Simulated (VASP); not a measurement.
TePb:

```xyz
2
Lattice="4.0808 0.0000 0.0000 0.0000 4.0808 0.0000 0.0000 0.0000 4.0808" Properties=species:S:1:pos:R:3 pbc="T T T"
Pb    0.0000    0.0000    0.0000
Te    2.0404    2.0404    2.0404
```

Base run:

```yaml
Program: VASP 6.6.1
Functional: PBE
Potentials_or_basis: VASP PAW PBE potentials, release 64 (Pb_d, Te)
Cutoff: 500 eV
k_mesh: 7 × 7 × 7
Occupations: fermi-dirac, width 0.05 eV
Spin: no spin polarisation
```

Its results: band gap on the k mesh zero (bands 10 and 11 overlap by 0.66 eV); pressure -2.2 GPa.

Q: The run is repeated on the same cell with these changes: functional from PBE to HF; cutoff from 500 eV to 520 eV; k mesh from 7 × 7 × 7 to 4 × 4 × 4. What comes out?

A: Band gap on the k mesh zero (bands 10 and 11 overlap by 1.29 eV); pressure 0.4 GPa.

Several settings changed at once.

Caveats: some runs use coarse meshes; spin-orbit coupling is left out, which moves the levels of the heavy elements; semilocal functionals underestimate gaps, so a narrow gap can read as zero (at least some runs); the PAW data sets were made with another functional, which shifts forces and pressure a little (at least some runs).
